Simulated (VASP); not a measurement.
Set up this calculation in VASP 6.6.1, as the native input.

| Item | Value |
| --- | --- |
| Task | single point |
| Functional | PBEsol |
| Potentials or basis | VASP PAW PBE potentials, release 64 (As) |
| Cutoff | 520 eV |
| k mesh | 6 × 6 × 2 |
| Occupations | gaussian, width 0.1 eV |
| Spin | no spin polarisation |
| Dipole correction | no |
| Further INCAR settings | ALGO = Normal; EDIFF = 1e-06; NBANDS = 18 |

The structure of As lies in POSCAR:

```
As
1.0
    2.9278726475      0.0000000000      0.0000000000
   -1.4639363237      2.5356120918      0.0000000000
    0.0000000000      0.0000000000      9.9078006357
As
4
Direct
    0.0000000000      0.0000000000      0.0000000000
    0.0000000000      0.0000000000      0.5000000000
    0.3333333333      0.6666666667      0.7500000000
    0.6666666667      0.3333333333      0.2500000000
```

One way to write it, as run:

INCAR

```
SYSTEM = As
PREC = Accurate
ENCUT = 520
EDIFF = 1E-6
ISMEAR = 0
SIGMA = 0.1
LREAL = .False.
LASPH = .True.
NELM = 60
ALGO = Normal
ISIF = 2
LWAVE = .False.
LCHARG = .True.
GGA = PS
LELF = .True.
LVHAR = .True.
NBANDS = 18
```

KPOINTS

```
regular mesh
0
Gamma
  6 6 2
  0 0 0
```

Potentials or basis: VASP PAW PBE potentials, release 64 (As).

Launch:

```bash
$ cat potpaw_PBE.64/As/POTCAR > POTCAR
$ mpirun -np 1 vasp_std > vasp.out
```

It gave:

* Pressure: 0.2 GPa
* Band gap on the k mesh: zero (band 10 reaches 12.18 eV, above the bottom of band 11 at 3.69 eV)

Caveat: the k points lie up to 0.41 Å⁻¹ apart; the PAW data sets were made with another functional, which shifts forces and pressure a little.

Run time: 15 s on 1 thread of Intel(R) Xeon(R) Platinum 8259CL CPU @ 2.50GHz (Skylake/Cascade Lake), on a shared host, peak memory 0.19 GiB.
